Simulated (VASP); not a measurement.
Set up this calculation in VASP 6.6.1, as the native input.

```
Task                   : single point
Functional             : LDA
Potentials or basis    : VASP PAW LDA potentials, release 64 (Rh_pv)
Cutoff                 : 520 eV
k mesh                 : 14 × 14 × 14
Occupations            : fermi-dirac, width 0.05 eV
Spin                   : no spin polarisation
Dipole correction      : no
Further INCAR settings : ALGO = Normal; EDIFF = 1e-07; NBANDS = 14
```

The structure of Rh lies in POSCAR:

```
Rh
1.0
    0.0000000000      1.9029860865      1.9029860865
    1.9029860865      0.0000000000      1.9029860865
    1.9029860865      1.9029860865      0.0000000000
Rh
1
Direct
    0.0000000000      0.0000000000      0.0000000000
```

One way to write it, as run:

INCAR

```
PREC = Accurate ; ENCUT = 520
EDIFF = 1E-7 ; ISMEAR = -1
SIGMA = 0.05 ; LREAL = False
LASPH = True ; NELM = 100
ALGO = Normal ; ISIF = 2
LWAVE = False ; LCHARG = False
GGA = CA ; NBANDS = 14
```

KPOINTS

```
Automatic mesh
0
Gamma
  14 14 14
```

Potentials or basis: VASP PAW LDA potentials, release 64 (Rh_pv).

Run with:

```bash
$ cat potpaw_LDA.64/Rh_pv/POTCAR > POTCAR
$ mpirun -np 1 vasp_std > vasp.out
```

Results of the run:

```json
{
  "Pressure": "-11.0 GPa"
}
```

It took 18 s on 1 thread of Intel Xeon 8259CL, with other jobs on the host, peak memory 0.13 GiB.
